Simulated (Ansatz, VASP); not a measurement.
## InAs: VASP beside Ansatz

File POSCAR:

```
InAs
1.0
    0.0000000000      3.0300000000      3.0300000000
    3.0300000000      0.0000000000      3.0300000000
    3.0300000000      3.0300000000      0.0000000000
In As
1 1
Direct
    0.0000000000      0.0000000000      0.0000000000
    0.2500000000      0.2500000000      0.2500000000
```

INCAR.step1

```
PREC = Accurate ; ENCUT = 520
EDIFF = 1E-5 ; ISMEAR = 0
SIGMA = 0.01 ; LREAL = F
LASPH = T ; NELM = 100
ALGO = Normal ; ISIF = 2
LWAVE = T ; LCHARG = F
NBANDS = 16 ; GGA = PE
```

INCAR.step2

```
PREC = Accurate ; ENCUT = 520
EDIFF = 1E-6 ; ISMEAR = 0
SIGMA = 0.01 ; LREAL = F
LASPH = T ; NELM = 100
ALGO = Normal ; ISIF = 2
LWAVE = F ; LCHARG = F
GGA = PE ; LHFCALC = T
HFSCREEN = 0.2079 ; PRECFOCK = Normal
NBANDS = 16 ; ISTART = 1
```

The input KPOINTS:

```
Automatic mesh
0
Gamma
  4 4 4
```

Input for Ansatz:

```yaml
crystal:
  lattice:
    - [0, 3.03, 3.03]
    - [3.03, 0, 3.03]
    - [3.03, 3.03, 0]
  atoms:
    - { symbol: In, position: [0, 0, 0] }
    - { symbol: As, position: [0.25, 0.25, 0.25] }
kpoints:
  mp_grid: { grid: [4, 4, 4] }
hamiltonian:
  xc: hse06
  pseudopotentials: { kind: nc }
scf:
  occupations: { method: fixed }
```

Alike in both runs: task single point; functional HSE06; k mesh 4 × 4 × 4; no spin polarisation.

```csv
,VASP,Ansatz
version,VASP 6.6.1,Ansatz development build ahead of 0.2.0
potentials or method,"VASP PAW PBE potentials, release 64 (In_d, As)","norm-conserving potentials, plane waves, scalar-relativistic"
plane-wave cutoff (eV),520,1143
occupations,"gaussian, width 0.01 eV",fixed
```

|  | VASP | Ansatz | Ansatz less VASP |
| --- | --- | --- | --- |
| gap on the k mesh at the Fermi level (eV) | 0.54 | 0.55 | +0.004 |
| least direct gap on the mesh (eV) | 0.54 | 0.55 | +0.004 |

Ansatz's warnings: little group invariance lost.

The k mesh is coarse, so the values compare programs but aren't converged.
